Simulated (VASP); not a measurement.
Wanted: the native input for a VASP 6.6.1 run.

```yaml
Task: single point
Functional: LDA
Potentials_or_basis: VASP PAW LDA potentials, release 64 (Na_pv, Mg, F)
Cutoff: 520 eV
k_mesh: 6 × 6 × 6
Occupations: gaussian, width 0.05 eV
Spin: no spin polarisation
Dipole_correction: no
Further_INCAR_settings: ALGO = Normal; EDIFF = 1e-06; NBANDS = 23
```

The structure of NaMgF3 lies in POSCAR:

```
NaMgF3
1.0
    3.7532970500      0.0000000000      0.0000000000
    0.0000000000      4.1483809500      0.0000000000
    0.0000000000      0.0000000000      3.9508390000
Na Mg F
1 1 3
Direct
    0.0000000000      0.0000000000      0.0000000000
    0.5000000000      0.5000000000      0.5000000000
    0.5000000000      0.5000000000      0.0000000000
    0.5000000000      0.0000000000      0.5000000000
    0.0000000000      0.5000000000      0.5000000000
```

This cell differs from its parent crystal: strain -0.0500 x Voigt [1, -1, 0, 0, 0, 0].

One way to write it, as run:

INCAR

```
SYSTEM = NaMgF3
PREC = Accurate
ENCUT = 520
EDIFF = 1E-6
ISMEAR = 0
SIGMA = 0.05
LREAL = .FALSE.
LASPH = .TRUE.
NELM = 100
ALGO = Normal
ISIF = 2
LWAVE = .FALSE.
LCHARG = .FALSE.
NBANDS = 23
```

KPOINTS

```
regular mesh
0
G
  6 6 6
  0 0 0
```

Potentials or basis: VASP PAW LDA potentials, release 64 (Na_pv, Mg, F).

The run is started by

```console
$ cat potpaw_LDA.64/Na_pv/POTCAR potpaw_LDA.64/Mg/POTCAR potpaw_LDA.64/F/POTCAR > POTCAR
$ mpirun -np 1 vasp_std > vasp.out
```

It gave:

```yaml
Pressure: -6.3 GPa
Band_gap_on_the_k_mesh: 5.55 eV, indirect (least direct gap 6.02 eV)
```

Caveat: the cell differs from its parent crystal (strain -0.0500 x Voigt [1, -1, 0, 0, 0, 0]).

It took 40 s on 1 thread of Intel(R) Xeon(R) Platinum 8488C (Sapphire Rapids) (shared host), peak memory 0.2 GiB.
